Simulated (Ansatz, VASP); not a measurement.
**Ni in VASP and in Ansatz**

INCAR

```
SYSTEM = Ni
PREC = Accurate
ENCUT = 520
EDIFF = 1E-7
ISMEAR = -1
SIGMA = 0.1
LREAL = .False.
LASPH = .True.
NELM = 60
ALGO = Normal
ISIF = 2
LWAVE = .False.
LCHARG = .False.
GGA = RE
NBANDS = 11
```

Contents of KPOINTS:

```
regular mesh
0
Gamma
  25 25 25
  0 0 0
```

File POSCAR:

```
Ni
1.0
    0.0000000000      1.7692174731      1.7692174731
    1.7692174731      0.0000000000      1.7692174731
    1.7692174731      1.7692174731      0.0000000000
Ni
1
Direct
    0.0000000000      0.0000000000      0.0000000000
```

Input for Ansatz:

```yaml
crystal:
  lattice:
    - [0.0, 1.7692174731, 1.7692174731]
    - [1.7692174731, 0.0, 1.7692174731]
    - [1.7692174731, 1.7692174731, 0.0]
  atoms:
    - { symbol: Ni, position: [0.0, 0.0, 0.0] }
hamiltonian:
  xc: revpbe
  pseudopotentials:
    kind: paw
    azcp:
      Ni: "pseudopotentials/Ni.paw.azcp"
basis:
  ecutwfc: 420
  fft_grid_basis: typed
kpoints:
  mp_grid: { grid: [25, 25, 25], shift: [0, 0, 0] }
magnetization:
  spin_polarized: false
scf:
  occupations: { method: fermi_dirac, width: 0.1 }
output:
  stress: true
```

Alike in both runs: task single point; functional revPBE; k mesh 25 × 25 × 25; occupations fermi-dirac, width 0.1 eV; no spin polarisation.

```csv
,VASP,Ansatz
version,VASP 6.6.1,Ansatz 0.2.0
potentials or method,"VASP PAW PBE potentials, release 64 (Ni), cutoff 520 eV","plane waves (420 eV) with PAW, scalar-relativistic"
valence electrons in the cell,10,18
```

Ansatz gave:

| Item | Value |
| --- | --- |
| pressure (GPa) | 0.1 |

Task: Estimate VASP's values.

Result: Pressure (GPa): 0.3.

VASP's potentials were made for PBE, not for revPBE. VASP's potentials hold 10 valence electrons a cell and Ansatz's 18, so a difference there can come from the potentials and not from the codes.
